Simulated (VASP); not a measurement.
# BN (P1) in VASP: further runs, part 2 of 2

VASP 6.6.1. Earlier steps stand in the parts before.

## Step 3: Single point, PBE+D3(BJ)

INCAR

```
SYSTEM = BN
PREC = Accurate
ENCUT = 520
EDIFF = 1E-6
ISMEAR = -1
SIGMA = 0.1551
LREAL = Auto
LASPH = .TRUE.
NELM = 100
ALGO = Normal
ISIF = 2
LWAVE = .FALSE.
LCHARG = .FALSE.
GGA = PE
IVDW = 12
NBANDS = 46
```

KPOINTS

```
Automatic mesh
0
Gamma
  3 3 2
  0 0 0.5
```

POSCAR

```
BN
1.0
    2.5531020490     -4.4221024657      0.0000000000
    2.5531020489      4.4221024657      0.0000000000
    0.0000000000      0.0000000000      6.7918449327
B N
8 8
Direct
    0.3637938723      0.0335000785      0.2226105005
    0.8221254447     -0.0106976363      0.2053991241
    0.3292668986      0.4862684619      0.2407188350
    0.8484341889      0.5147275388      0.2480401153
    0.5593435841      0.2861341754      0.6768426025
    0.0895901755      0.2500715315      0.6591054484
    0.5764533996      0.8009106589      0.6666907217
    0.0861575116      0.7382263006      0.6486253799
    0.2501535542      0.0713596420      0.6857693375
    0.7862335367      0.1245675028      0.6835212002
    0.2441490477      0.5963222531      0.6523411597
    0.7438560496      0.6081165445      0.6764910044
    0.6884293823      0.1811993899      0.2313754238
    0.1514298705      0.1565918947      0.2378175615
    0.6480704482      0.6502807091      0.1977682078
    0.1735611452      0.6739776365      0.2483920079
```

Potentials or basis: VASP PAW PBE potentials, release 64 (B, N).

Launch:

```sh
$ cat potpaw_PBE.64/B/POTCAR potpaw_PBE.64/N/POTCAR > POTCAR
$ mpirun -np 1 vasp_std > vasp.out
```

OUTCAR:

```text
SYSTEM = BN
   PREC = Accurate
   ENCUT = 520
   EDIFF = 1E-6
   ISMEAR = -1
   LREAL = Auto
   LASPH = .TRUE.
   NELM = 100
   ISIF = 2
   GGA = PE
   IVDW = 12
 IVDW          = 12

 ion  position               nearest neighbor table
   1  0.364  0.034  0.223-  13 1.44  14 1.50  16 1.60
   2  0.822  0.989  0.205-  13 1.46  14 1.47  15 1.50
   3  0.329  0.486  0.241-  15 1.44  14 1.46  16 1.52
   4  0.848  0.515  0.248-  16 1.44  13 1.48  15 1.53
   5  0.559  0.286  0.677-   9 1.40  12 1.43  10 1.73
   6  0.090  0.250  0.659-  10 1.36   9 1.51  11 1.53
[... 8 lines left out ...]
  15  0.648  0.650  0.198-   3 1.44   2 1.50   4 1.53
  16  0.174  0.674  0.248-   4 1.44   3 1.52   1 1.60

  LATTYP: Found a hexagonal cell.
 ALAT       =     5.1062040979
 C/A-ratio  =     1.3301162277

  Lattice vectors:

 A1 = (   2.5531020490,  -4.4221024657,   0.0000000000)
 A2 = (   2.5531020489,   4.4221024657,   0.0000000000)
 A3 = (   0.0000000000,   0.0000000000,   6.7918449327)

Analysis of symmetry for initial positions (statically):
=====================================================================
 Subroutine PRICEL returns:
 Original cell was already a primitive cell.

 Routine SETGRP: Setting up the symmetry group for a
 hexagonal supercell.

 Subroutine GETGRP returns: Found  1 space group operations
 (whereof  1 operations were pure point group operations)
 out of a pool of 24 trial point group operations.

The static configuration has the point symmetry C_1 .

Analysis of symmetry for dynamics (positions and initial velocities):
=====================================================================
 Subroutine PRICEL returns:
 Original cell was already a primitive cell.

 Routine SETGRP: Setting up the symmetry group for a
 hexagonal supercell.

 Subroutine GETGRP returns: Found  1 space group operations
 (whereof  1 operations were pure point group operations)
 out of a pool of 24 trial point group operations.

The dynamic configuration has the point symmetry C_1 .

 Subroutine INISYM returns: Found  1 space group operations
 (whereof  1 operations are pure point group operations),
 and found     1 'primitive' translations

----------------------------------------------------------------------------------------

                                     Primitive cell

  volume of cell :     153.3609

  direct lattice vectors                    reciprocal lattice vectors
     2.553102049 -4.422102466  0.000000000     0.195840194 -0.113068389  0.000000000
     2.553102049  4.422102466  0.000000000     0.195840194  0.113068389  0.000000000
     0.000000000  0.000000000  6.791844933     0.000000000  0.000000000  0.147235399

  length of vectors
     5.106204098  5.106204098  6.791844933     0.226136777  0.226136777  0.147235399

  position of ions in fractional coordinates (direct lattice)
     0.363793872  0.033500078  0.222610500
     0.822125445  0.989302364  0.205399124
     0.329266899  0.486268462  0.240718835
     0.848434189  0.514727539  0.248040115
     0.559343584  0.286134175  0.676842603
     0.089590175  0.250071531  0.659105448
[... 8 lines left out ...]
     0.648070448  0.650280709  0.197768208
     0.173561145  0.673977636  0.248392008

  ion indices of the primitive-cell ions
   primitive index   ion index
                 1           1
                 2           2
                 3           3
                 4           4
                 5           5
[... 46 lines left out ...]
  0.333333 -0.333333  0.250000      2.000000
  0.333333  0.333333  0.250000      2.000000
 -0.333333 -0.333333  0.250000      2.000000
   k-points           NKPTS =      9   k-points in BZ     NKDIM =      9   number of bands    NBANDS=     46
   number of dos      NEDOS =    301   number of ions     NIONS =     16
   total plane-waves  NPLWV =  86400
   dimension x,y,z NGX =    40 NGY =   40 NGZ =   54
   dimension x,y,z NGXF=    80 NGYF=   80 NGZF=  108
   ions per type =               8   8
   NGX,Y,Z   is equivalent  to a cutoff of  13.02, 13.02, 13.22 a.u.
   NGXF,Y,Z  is equivalent  to a cutoff of  26.05, 26.05, 26.44 a.u.
 SYSTEM =  BN
   PREC   = accura    normal or accurate (medium, high low for compatibility)
   ISTART =      0    job   : 0-new  1-cont  2-samecut
   ICHARG =      2    charge: 1-file 2-atom 10-const
   ISPIN  =      1    spin polarized calculation?
   LNONCOLLINEAR =      F non collinear calculations
   LSORBIT =      F    spin-orbit coupling
   LASPH  =      T    aspherical Exc in radial PAW
   ENCUT  =  520.0 eV  38.22 Ry    6.18 a.u.   9.49  9.49 12.63*2*pi/ulx,y,z
   NELM   =    100;   NELMIN=  2; NELMDL= -5     # of ELM steps
   EDIFF  = 0.1E-05   stopping-criterion for ELM
   LREAL  =      T    real-space projection
   EDIFFG = 0.1E-04   stopping-criterion for IOM
   NSW    =      0    number of steps for IOM
   IBRION =     -1    ionic relax: 0-MD 1-quasi-New 2-CG
   NFREE  =      0    steps in history (QN), initial steepest desc. (CG)
   ISIF   =      2    stress and relaxation
   ISYM   =      2    0-nonsym 1-usesym 2-fastsym
   POTIM  = 0.5000    time-step for ionic-motion
   TEBEG  =    0.0;   TEEND  =   0.0 temperature during run
   PSTRESS=    0.0 pullay stress
   NELECT =      64.0000    total number of electrons
   NUPDOWN=      -1.0000    fix difference up-down
   EMIN   =  10.00;   EMAX   =-10.00  energy-range for DOS
   EFERMI =   0.00;   METHOD = LEGACY
   ISMEAR =    -1;   SIGMA  =   0.16  broadening in eV -4-tet -1-fermi 0-gaus
   EFERMI_NEDOS =   21; number of points for ismear=-14 and -15
   IALGO  =     38    algorithm
   IMIX   =      4    mixing-type and parameters
     AMIX     =   0.40;   BMIX     =  1.00
     AMIX_MAG =   1.60;   BMIX_MAG =  1.00
  volume/ion in A,a.u.               =       9.59        64.68
  Fermi-wavevector in a.u.,A,eV,Ry     =   1.223385  2.311863 20.363452  1.496672
  Thomas-Fermi vector in A             =   2.358498
   LORBIT       =      0    0 simple, 1 ext, 2 COOP (PROOUT), +10 PAW based schemes
   GGA     = PE    functional components
   LHFCALC =     F    Hartree Fock is set to
   AEXX    =    0.0000 exact exchange contribution
   IVDW    =    12    specifies the selected vdW correction
   LEPSILON=     F    determine dielectric tensor
   LRPA    =     F    only Hartree local field effects (RPA)
 non-spin polarized calculation
  energy-cutoff  :      520.00
  volume of cell :      153.36
 maximum number of plane-waves:      4147
 NGX is ok and might be reduce to    40
   NGX = 19   NGY = 19   NGZ = 25

 number of electron      63.9999999 magnetization

 Free energy of the ion-electron system (eV)
  ---------------------------------------------------
  ext. energy  EPLUGINS =         0.00000000
  ---------------------------------------------------
  free energy    TOTEN  =      -136.32661553 eV

  energy without entropy =     -136.32656532  energy(sigma->0) =     -136.32659042

 E-fermi :   3.7976     XC(G=0):  -9.7898

 val. band max:        2.1423140480   @ k =  -0.3333  -0.3333   0.2500
 cond. band min:       5.3485618254   @ k =   0.0000   0.0000   0.2500
 fundamental gap:      3.2062477774
 Fermi energy:         3.7976445894

 k-point     1 :       0.0000    0.0000    0.2500
  band No.  band energies     occupation
      1     -15.6589      2.00000
      2     -15.3238      2.00000
      3     -12.9600      2.00000
      4     -12.8213      2.00000
      5     -12.6092      2.00000
      6     -12.5426      2.00000
[... 412 lines left out ...]
     43      11.2104      0.00000
     44      11.8227      0.00000
 [bands above 44 left out]

------------------------ aborting loop because EDIFF is reached ----------------------------------------

 Edisp (eV)   -2.14052

 E8    (eV) :    -0.6291

  FORCE on cell =-STRESS in cart. coord.  units (eV):
  Direction    XX          YY          ZZ          XY          YZ          ZX
  --------------------------------------------------------------------------------------
  -------------------------------------------------------------------------------------
  Total     -15.27733   -12.94184     1.24911    -1.85841    -0.49298    -0.53187
  in kB    -159.60378  -135.20477    13.04955   -19.41503    -5.15025    -5.55647
  external pressure =      -93.92 kB  Pullay stress =        0.00 kB

 VOLUME and BASIS-vectors are now :
 -----------------------------------------------------------------------------
  energy-cutoff  :      520.00
  volume of cell :      153.36
      direct lattice vectors                 reciprocal lattice vectors
     2.553102049 -4.422102466  0.000000000     0.195840194 -0.113068389  0.000000000
     2.553102049  4.422102466  0.000000000     0.195840194  0.113068389  0.000000000
     0.000000000  0.000000000  6.791844933     0.000000000  0.000000000  0.147235399

 POSITION                                       TOTAL-FORCE (eV/Angst)
 -----------------------------------------------------------------------------------
      1.01433     -1.46059      1.51194        -4.155429     -0.314184      1.251163
      4.62476      0.73927      1.39504         0.202139     -0.573495      1.518426
      2.08214      0.69428      1.63492        -0.079413      2.491429     -1.232947
      3.48029     -1.47569      1.68465        -0.505378      0.399385     -2.372745
      2.15859     -1.20816      4.59701         1.970236     -4.609823      0.408069
      0.86719      0.70967      4.47654         2.143820     -0.602548      1.188732
[... 8 lines left out ...]
      3.31482      0.00977      1.34321         2.412387     -0.980410      1.559679
      2.16385      2.21289      1.68704         1.668690     -0.019110     -0.868421
 -----------------------------------------------------------------------------------
    total drift:                                0.000942     -0.001120      0.000193

  FREE ENERGIE OF THE ION-ELECTRON SYSTEM (eV)
  ---------------------------------------------------
  free  energy   TOTEN  =      -138.4671358446 eV

  energy  without entropy=     -138.4670856291  energy(sigma->0) =     -138.46711074
```

Run time: 89 s. Hardware: 1 thread of Intel Xeon Platinum 8559C (Emerald Rapids), shared host; peak memory 0.28 GiB.

Results:

* Free energy: -138.4671 eV
* Pressure: -9.4 GPa
* Largest force: 6.903 eV/Å
* Band gap on the k mesh: 3.21 eV (least direct gap 3.48 eV)
* Dispersion energy per atom: -0.134 eV

Forces in eV/Å, atoms in the order of the input:
```
B   -4.155 -0.314  1.251
B    0.202 -0.573  1.518
B   -0.079  2.491 -1.233
B   -0.505  0.399 -2.373
B    1.970 -4.610  0.408
B    2.144 -0.603  1.189
B    0.174 -4.141  0.601
B   -0.531  6.517  2.215
N    0.646  2.592 -1.402
N   -5.327  4.313 -0.596
N    0.949 -5.362  0.321
N    0.041  0.775 -1.184
N   -1.156  1.091 -0.486
N    1.547 -1.575 -0.921
N    2.412 -0.980  1.560
N    1.669 -0.019 -0.868
```

Levels at points of the mesh, in eV from the valence-band top:
| k point | band 29 | band 30 | band 31 | band 32 | band 33 | band 34 | band 35 | band 36 |
| --- | --- | --- | --- | --- | --- | --- | --- | --- |
| (0.00, 0.00, 0.25) | -0.91 | -0.61 | -0.41 | -0.27 | 3.21 | 3.41 | 4.03 | 4.80 |

Caveat: the k points lie up to 0.47 Å⁻¹ apart; the atoms stand as in a frame of molecular dynamics; a shifted mesh leaves out Γ, where band edges can lie; forces of over 1 eV/Å act on the atoms, so gaps and moduli don't describe the material at rest. A k mesh can miss the band edges.
